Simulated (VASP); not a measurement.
Write the native input for VASP 6.6.1 that does the following.

```yaml
Task: single point
Functional: r2SCAN
Potentials_or_basis: VASP PAW PBE potentials, release 64 (Si, N)
Cutoff: 520 eV
k_mesh: 6 × 6 × 8
Occupations: gaussian, width 0.1 eV
Spin: no spin polarisation
Dipole_correction: no
Further_INCAR_settings: ALGO = Normal; EDIFF = 1e-06; NBANDS = 22
```

Crystal: Si2N.

```xyz
6
Lattice="6.6373 0.0000 0.0000 0.0000 6.6373 0.0000 0.0000 0.0000 2.5457" Properties=species:S:1:pos:R:3 pbc="T T T"
Si    2.3640    2.3640    0.0000
Si    4.2733    4.2733    0.0000
Si    5.6826    0.9546    1.2729
Si    0.9546    5.6826    1.2729
N     0.0000    0.0000    0.0000
N     3.3186    3.3186    1.2729
```

One way to write it, as run:

POSCAR

```
Si2N
1.0
    6.6372554736      0.0000000000      0.0000000000
    0.0000000000      6.6372554736      0.0000000000
    0.0000000000      0.0000000000      2.5457276446
Si N
4 2
Direct
    0.3561680164      0.3561680164      0.0000000000
    0.6438319836      0.6438319836      0.0000000000
    0.8561680164      0.1438319836      0.5000000000
    0.1438319836      0.8561680164      0.5000000000
    0.0000000000      0.0000000000      0.0000000000
    0.5000000000      0.5000000000      0.5000000000
```

INCAR.step1

```
SYSTEM = Si2N
PREC = Accurate
ENCUT = 520
ISMEAR = 0
SIGMA = 0.1
LREAL = .FALSE.
LASPH = .TRUE.
NELM = 60
NBANDS = 22
GGA = PE
ALGO = Normal
EDIFF = 1E-4
LWAVE = .TRUE.
LCHARG = .FALSE.
```

INCAR.step2

```
SYSTEM = Si2N
PREC = Accurate
ENCUT = 520
EDIFF = 1E-6
ISMEAR = 0
SIGMA = 0.1
LREAL = .FALSE.
LASPH = .TRUE.
NELM = 60
ALGO = Normal
ISIF = 2
LWAVE = .FALSE.
LCHARG = .FALSE.
METAGGA = R2SCAN
LMIXTAU = .TRUE.
NBANDS = 22
ISTART = 1
```

KPOINTS

```
Automatic mesh
0
G
  6 6 8
  0 0 0
```

Potentials or basis: VASP PAW PBE potentials, release 64 (Si, N).

Command:

```bash
$ cat potpaw_PBE.64/Si/POTCAR potpaw_PBE.64/N/POTCAR > POTCAR
$ cp INCAR.step1 INCAR
$ mpirun -np 1 vasp_std > vasp.out
$ cp INCAR.step2 INCAR
$ mpirun -np 1 vasp_std > vasp.out
```

It gave:

The pressure is 0.2 GPa. The largest force is 0.018 eV/Å. The band gap on the k mesh is zero (bands 13 and 14 overlap by 2.61 eV).

Caveat: the PAW data sets were made with another functional, which shifts forces and pressure a little.

Wall time 4.2 min on 1 thread of AMD EPYC 9R45 96-Core Processor (Zen 5) (shared host), peak memory 0.24 GiB.
